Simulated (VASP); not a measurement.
Input of a VASP 6.6.1 run:

Contents of INCAR:

```
PREC = Accurate ; ENCUT = 520
EDIFF = 1E-6 ; ISMEAR = 0
SIGMA = 0.05 ; LREAL = F
LASPH = T ; NELM = 80
ALGO = Normal ; ISIF = 2
LWAVE = F ; LCHARG = F
GGA = PE ; NBANDS = 31
```

File KPOINTS:

```
Automatic mesh
0
Gamma
  12 12 12
```

File POSCAR:

```
C
1.0
    1.2597845300      0.7273369375      9.5376666667
   -1.2597845300      0.7273369375      9.5376666667
    0.0000000000     -1.4546738750      9.5376666667
C
10
Direct
    0.0248257000      0.0248257000      0.0248257000
    0.9751743000      0.9751743000      0.9751743000
    0.1086810650      0.1086810650      0.1086810650
    0.8913189350      0.8913189350      0.8913189350
    0.1583663742      0.1583663742      0.1583663742
    0.8416336258      0.8416336258      0.8416336258
    0.3748589682      0.3748589682      0.3748589682
    0.6251410318      0.6251410318      0.6251410318
    0.4253192967      0.4253192967      0.4253192967
    0.5746807033      0.5746807033      0.5746807033
```

Potentials or basis: VASP PAW PBE potentials, release 64 (C).

Launch:

```console
$ cat potpaw_PBE.64/C/POTCAR > POTCAR
$ mpirun -np 1 vasp_std > vasp.out
```

**Question.** What does it give for the largest force?

**Answer.** 1.260 eV/Å.

**Question.** Predict the pressure.

**Answer.** 48.2 GPa.

**Question.** What does it give for the band gap on the k mesh?

**Answer.** 3.53 eV (least direct gap 4.48 eV).

Stress tensor (GPa, compression positive):
```
  4.98   0.00   0.00
  0.00   4.98   0.00
  0.00   0.00 134.68
```

Caveat: the stress differs along the axes, from 5 to 135 GPa; forces of over 1 eV/Å act on the atoms, so gaps and moduli don't describe the material at rest. A k mesh can miss the band edges.
